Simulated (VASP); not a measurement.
# InAs (F-43m) in VASP: relaxation of cell and atoms with LDA

Aim: the relaxation of cell and atoms of InAs with LDA.

Everything below comes from runs of VASP 6.6.1. Logs are shortened: lines on timing, memory, paths and dates and some standing lists are left out, and cuts for length are marked.

## (1) The cell of the first run

It takes space group F-43m (No. 216, cubic). The conventional cell has a = 6.026 Å, b = 6.026 Å, c = 6.026 Å, α = 90.00°, β = 90.00°, γ = 90.00°. Within 3.4 Å of In (site symmetry -43m) lie 4 As at 2.61 Å. As (site symmetry -43m) has 4 In at 2.61 Å within 3.4 Å.

## (2) Relaxation of cell and atoms, LDA

Input file INCAR:

```
SYSTEM = InAs
  ALGO = Normal
  EDIFF = 1E-6
  EDIFFG = -0.001
  ENCUT = 600
  IBRION = 2
  ISIF = 3
  ISMEAR = -1
  LASPH = .TRUE.
  LCHARG = .FALSE.
  LREAL = .FALSE.
  LWAVE = .FALSE.
  NELM = 100
  NSW = 80
  PREC = Accurate
  SIGMA = 0.15
```

Input file KPOINTS:

```
k-points
0
G
  12 12 12
  0 0 0
```

Input file POSCAR:

```
InAs
1.0
    0.0000000000      3.0130238431      3.0130238431
    3.0130238431      0.0000000000      3.0130238431
    3.0130238431      3.0130238431      0.0000000000
In As
1 1
Direct
    0.2500000000      0.2500000000      0.2500000000
    0.0000000000      0.0000000000      0.0000000000
```

Potentials or basis: VASP PAW LDA potentials, release 64 (In_d, As).

Started as:

```
$ cat potpaw_LDA.64/In_d/POTCAR potpaw_LDA.64/As/POTCAR > POTCAR
$ mpirun -np 1 vasp_std > vasp.out
```

OUTCAR:

```text
SYSTEM = InAs
   EDIFF = 1E-6
   EDIFFG = -0.001
   ENCUT = 600
   IBRION = 2
   ISIF = 3
   ISMEAR = -1
   LASPH = .TRUE.
   LREAL = .FALSE.
   NELM = 100
   NSW = 80
   PREC = Accurate

 ion  position               nearest neighbor table
   1  0.250  0.250  0.250-   2 2.61   2 2.61   2 2.61   2 2.61
   2  0.000  0.000  0.000-   1 2.61   1 2.61   1 2.61   1 2.61

  LATTYP: Found a face centered cubic cell.
 ALAT       =     6.0260476862

  Lattice vectors:

 A1 = (   0.0000000000,   3.0130238431,   3.0130238431)
 A2 = (   3.0130238431,   0.0000000000,   3.0130238431)
 A3 = (   3.0130238431,   3.0130238431,   0.0000000000)

Analysis of symmetry for initial positions (statically):
=====================================================================
 Subroutine PRICEL returns:
 Original cell was already a primitive cell.

 Routine SETGRP: Setting up the symmetry group for a
 face centered cubic supercell.

 Subroutine GETGRP returns: Found 24 space group operations
 (whereof 24 operations were pure point group operations)
 out of a pool of 48 trial point group operations.

The static configuration has the point symmetry T_d .

Analysis of symmetry for dynamics (positions and initial velocities):
=====================================================================
 Subroutine PRICEL returns:
 Original cell was already a primitive cell.

 Routine SETGRP: Setting up the symmetry group for a
 face centered cubic supercell.

 Subroutine GETGRP returns: Found 24 space group operations
 (whereof 24 operations were pure point group operations)
 out of a pool of 48 trial point group operations.

The dynamic configuration has the point symmetry T_d .

 Subroutine INISYM returns: Found 24 space group operations
 (whereof 24 operations are pure point group operations),
 and found     1 'primitive' translations

----------------------------------------------------------------------------------------

                                     Primitive cell

  volume of cell :      54.7063

  direct lattice vectors                    reciprocal lattice vectors
     0.000000000  3.013023843  3.013023843    -0.165946247  0.165946247  0.165946247
     3.013023843  0.000000000  3.013023843     0.165946247 -0.165946247  0.165946247
     3.013023843  3.013023843  0.000000000     0.165946247  0.165946247 -0.165946247

  length of vectors
     4.261059183  4.261059183  4.261059183     0.287427332  0.287427332  0.287427332

  position of ions in fractional coordinates (direct lattice)
     0.250000000  0.250000000  0.250000000
     0.000000000  0.000000000  0.000000000

  ion indices of the primitive-cell ions
   primitive index   ion index
                 1           1
                 2           2

----------------------------------------------------------------------------------------

 KPOINTS: k-points

Automatic generation of k-mesh.
 Grid dimensions read from file:
 generate k-points for:   12   12   12

 Generating k-lattice:

  Cartesian coordinates                     Fractional coordinates (reciprocal lattice)
    -0.013828854  0.013828854  0.013828854     0.083333333  0.000000000  0.000000000
     0.013828854 -0.013828854  0.013828854     0.000000000  0.083333333  0.000000000
     0.013828854  0.013828854 -0.013828854     0.000000000  0.000000000  0.083333333

  Length of vectors
     0.023952278  0.023952278  0.023952278

  Shift w.r.t. Gamma in fractional coordinates (k-lattice)
     0.000000000  0.000000000  0.000000000

 Subroutine IBZKPT returns following result:
 ===========================================

 Found     72 irreducible k-points:

 Following reciprocal coordinates:
            Coordinates               Weight
  0.000000  0.000000  0.000000      1.000000
  0.083333  0.000000  0.000000      8.000000
  0.166667  0.000000  0.000000      8.000000
  0.250000  0.000000  0.000000      8.000000
  0.333333  0.000000  0.000000      8.000000
  0.416667  0.000000  0.000000      8.000000
[... 16 lines left out ...]
  0.500000  0.166667  0.000000     24.000000
 -0.416667  0.166667  0.000000     24.000000
 [... further k-points ...]
   k-points           NKPTS =     72   k-points in BZ     NKDIM =     72   number of bands    NBANDS=     13
   number of dos      NEDOS =    301   number of ions     NIONS =      2
   total plane-waves  NPLWV =  46656
   dimension x,y,z NGX =    36 NGY =   36 NGZ =   36
   dimension x,y,z NGXF=    72 NGYF=   72 NGZF=   72
   ions per type =               1   1
   NGX,Y,Z   is equivalent  to a cutoff of  14.05, 14.05, 14.05 a.u.
   NGXF,Y,Z  is equivalent  to a cutoff of  28.09, 28.09, 28.09 a.u.
 SYSTEM =  InAs
   PREC   = accura    normal or accurate (medium, high low for compatibility)
   ISTART =      0    job   : 0-new  1-cont  2-samecut
   ICHARG =      2    charge: 1-file 2-atom 10-const
   ISPIN  =      1    spin polarized calculation?
   LNONCOLLINEAR =      F non collinear calculations
   LSORBIT =      F    spin-orbit coupling
   LASPH  =      T    aspherical Exc in radial PAW
   ENCUT  =  600.0 eV  44.10 Ry    6.64 a.u.   8.51  8.51  8.51*2*pi/ulx,y,z
   NELM   =    100;   NELMIN=  2; NELMDL= -5     # of ELM steps
   EDIFF  = 0.1E-05   stopping-criterion for ELM
   LREAL  =      F    real-space projection
   EDIFFG = -.1E-02   stopping-criterion for IOM
   NSW    =     80    number of steps for IOM
   IBRION =      2    ionic relax: 0-MD 1-quasi-New 2-CG
   NFREE  =      1    steps in history (QN), initial steepest desc. (CG)
   ISIF   =      3    stress and relaxation
   ISYM   =      2    0-nonsym 1-usesym 2-fastsym
   POTIM  = 0.5000    time-step for ionic-motion
   TEBEG  =    0.0;   TEEND  =   0.0 temperature during run
   PSTRESS=    0.0 pullay stress
   NELECT =      18.0000    total number of electrons
   NUPDOWN=      -1.0000    fix difference up-down
   EMIN   =  10.00;   EMAX   =-10.00  energy-range for DOS
   EFERMI =   0.00;   METHOD = LEGACY
   ISMEAR =    -1;   SIGMA  =   0.15  broadening in eV -4-tet -1-fermi 0-gaus
   EFERMI_NEDOS =   21; number of points for ismear=-14 and -15
   IALGO  =     38    algorithm
   IMIX   =      4    mixing-type and parameters
     AMIX     =   0.40;   BMIX     =  1.00
     AMIX_MAG =   1.60;   BMIX_MAG =  1.00
  volume/ion in A,a.u.               =      27.35       184.59
  Fermi-wavevector in a.u.,A,eV,Ry     =   1.130194  2.135757 17.379253  1.277339
  Thomas-Fermi vector in A             =   2.266890
   LORBIT       =      0    0 simple, 1 ext, 2 COOP (PROOUT), +10 PAW based schemes
   GGA     = CA    functional components
   LHFCALC =     F    Hartree Fock is set to
   AEXX    =    0.0000 exact exchange contribution
   IVDW    =     0    specifies the selected vdW correction
   LEPSILON=     F    determine dielectric tensor
   LRPA    =     F    only Hartree local field effects (RPA)
 conjugate gradient relaxation of ions
 non-spin polarized calculation
  energy-cutoff  :      600.00
  volume of cell :       54.71
 maximum number of plane-waves:      1853
 NGX is ok and might be reduce to    36
   NGX = 17   NGY = 17   NGZ = 17

--------------------------------------- Ionic step        1  -------------------------------------------

 number of electron      18.0000003 magnetization

 Free energy of the ion-electron system (eV)
  ---------------------------------------------------
  ext. energy  EPLUGINS =         0.00000000
  ---------------------------------------------------
  free energy    TOTEN  =        -9.03088770 eV

  energy without entropy =       -9.02752985  energy(sigma->0) =       -9.02920877

------------------------ aborting loop because EDIFF is reached ----------------------------------------

  FORCE on cell =-STRESS in cart. coord.  units (eV):
  Direction    XX          YY          ZZ          XY          YZ          ZX
  --------------------------------------------------------------------------------------
  -------------------------------------------------------------------------------------
  Total        0.0636863      0.0636863      0.0636863      0.0000000      0.0000000      0.0000000
  in kB        1.8651723      1.8651723      1.8651723      0.0000000      0.0000000      0.0000000
  external PRESSURE =       1.8651723 kB  Pullay stress =       0.0000000 kB
[... 237 lines left out ...]
  energy  without entropy=       -9.0275632123  energy(sigma->0) =       -9.02927823

--------------------------------------- Ionic step        8  -------------------------------------------

 number of electron      18.0000003 magnetization

 Free energy of the ion-electron system (eV)
  ---------------------------------------------------
  ext. energy  EPLUGINS =         0.00000000
  ---------------------------------------------------
  free energy    TOTEN  =        -9.03099345 eV

  energy without entropy =       -9.02756108  energy(sigma->0) =       -9.02927726

 E-fermi :   4.7765     XC(G=0):  -9.4438

 val. band max:        4.4116070051   @ k =   0.0000   0.0000   0.0000
 cond. band min:       5.1459065125   @ k =   0.0833   0.0000   0.0000
 fundamental gap:      0.7342995073
 Fermi energy:         4.7765100521

 k-point     1 :       0.0000    0.0000    0.0000
  band No.  band energies     occupation
      1      -9.9594      2.00000
      2      -9.9594      2.00000
      3      -9.9594      2.00000
      4      -9.8277      2.00000
      5      -9.8277      2.00000
      6      -7.5503      2.00000
      7       4.0547      1.98387
      8       4.4116      1.83857
      9       4.4116      1.83857
     10       4.4116      1.83857
     11       8.2385      0.00000
     12       8.2385      0.00000
     13       8.2385      0.00000
[... 353 lines left out ...]
 k-point    24 :      -0.4167    0.1667    0.0000
  band No.  band energies     occupation
      1     -10.1007      2.00000
      2      -9.9201      2.00000
      3      -9.9138      2.00000
      4      -9.8273      2.00000
      5      -9.8215      2.00000
      6      -5.8940      2.00000
      7      -1.3261      2.00000
      8       1.9536      2.00000
      9       3.1165      1.99997
     10       6.5319      0.00002
     11       8.6640      0.00000
     12       9.7620      0.00000
     13      11.2804      0.00000

 [... further k-points ...]

------------------------ aborting loop because EDIFF is reached ----------------------------------------

  FORCE on cell =-STRESS in cart. coord.  units (eV):
  Direction    XX          YY          ZZ          XY          YZ          ZX
  --------------------------------------------------------------------------------------
  -------------------------------------------------------------------------------------
  Total        0.0009914      0.0009914      0.0009914      0.0000000      0.0000000     -0.0000000
  in kB        0.0289460      0.0289460      0.0289460      0.0000000      0.0000000     -0.0000000
  external PRESSURE =       0.0289460 kB  Pullay stress =       0.0000000 kB
[... 17 lines left out ...]
  FREE ENERGIE OF THE ION-ELECTRON SYSTEM (eV)
  ---------------------------------------------------
  free  energy   TOTEN  =        -9.0309934476 eV

  energy  without entropy=       -9.0275610814  energy(sigma->0) =       -9.02927726

 reached required accuracy - stopping structural energy minimisation
```

It took 70 s on 1 thread of Intel Xeon 6975P-C (Granite Rapids), shared host; peak memory 0.23 GiB.

What came out:

```
Free energy                           : -9.0310 eV
Relaxed volume                        : 27.44 Å³/atom
Relaxed cell                          : a = 4.265 Å, b = 4.265 Å, c = 4.265 Å, α = 60.00°, β = 60.00°, γ = 60.00°
Space group after relaxing (to 0.1 Å) : F-43m (No. 216)
Energy gained by relaxing             : 0.1 meV/atom
Ionic steps                           : 8
Pressure after relaxing               : 0.0 GPa
Band gap on the k mesh                : zero (filled and empty bands touch)
```

The path:
| step | energy change (eV) | largest force (eV/Å) | pressure (GPa) | volume (Å³) |
| --- | --- | --- | --- | --- |
| 1 | 0.0000 | 0.0000 | 0.19 | 54.71 |
| 2 | -0.0001 | 0.0000 | -0.08 | 54.96 |
| 3 | -0.0001 | 0.0000 | 0.01 | 54.89 |
| 4 | -0.0001 | 0.0000 | -0.02 | 54.89 |
| 5 | -0.0001 | 0.0000 | -0.03 | 54.89 |
| 6 | -0.0001 | 0.0000 | 0.03 | 54.85 |
| 7 | -0.0001 | 0.0000 | 0.01 | 54.87 |
| 8 | -0.0001 | 0.0000 | 0.00 | 54.88 |

Final structure:
```cif
data_structure
_symmetry_space_group_name_H-M 'P 1'
_symmetry_Int_Tables_number 1
_cell_length_a 4.2655
_cell_length_b 4.2655
_cell_length_c 4.2655
_cell_angle_alpha 60.000
_cell_angle_beta 60.000
_cell_angle_gamma 60.000
_cell_volume 54.88
loop_
_atom_site_label
_atom_site_type_symbol
_atom_site_fract_x
_atom_site_fract_y
_atom_site_fract_z
_atom_site_occupancy
In1 In 0.25000 0.25000 0.25000 1
As1 As 0.00000 0.00000 0.00000 1
```

Levels at points of the mesh, in eV from the Fermi level:
```tsv
k point	band 7	band 8	band 9	band 10	band 11	band 12
(0.00, 0.00, 0.00)	-0.72	-0.36	-0.36	-0.36	3.46	3.46
(0.50, 0.00, 0.00)	-6.24	-1.38	-1.38	0.46	4.25	4.25
(0.50, 0.50, 0.00)	-6.31	-2.74	-2.74	1.04	1.59	8.68
```

Caveat: semilocal functionals underestimate gaps, so a narrow gap can read as zero; spin-orbit coupling is left out, which moves the levels of the heavy elements.
